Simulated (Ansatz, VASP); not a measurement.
**One calculation of Na2S, two programs**

```
Na S
1.0
     0.00000    3.27755    3.27755
     3.27755    0.00000    3.27755
     3.27755    3.27755    0.00000
Na S
2 1
Direct
  0.25000 0.25000 0.25000
  0.75000 0.75000 0.75000
  0.00000 0.00000 0.00000
```

Alike in both runs: task relaxation of the atoms; functional r2SCAN; k mesh 8 × 8 × 8; occupations fermi-dirac, width 0.02 eV; no spin polarisation.

|  | VASP | Ansatz |
| --- | --- | --- |
| version | VASP 6.6.1 | Ansatz 0.2.0 |
| potentials or method | VASP PAW PBE potentials, release 64 (Na_pv, S), cutoff 500 eV | PAW plane waves |
| valence electrons in the cell | 20 | 24 |

VASP gave:

| Quantity | Value |
| --- | --- |
| gap on the k mesh at the Fermi level, each at its own relaxed structure (eV) | 3.04 |

Estimate Ansatz's values.

gap on the k mesh at the Fermi level, each at its own relaxed structure (eV): 3.02.

VASP's potentials were made for PBE, not for r2SCAN. VASP's potentials hold 20 valence electrons a cell and Ansatz's 24, so a difference there can come from the potentials and not from the codes. Ansatz's warnings: stress scf threshold loose.

Noted on VASP's run: the relaxation stopped at its first step, so nothing moved.
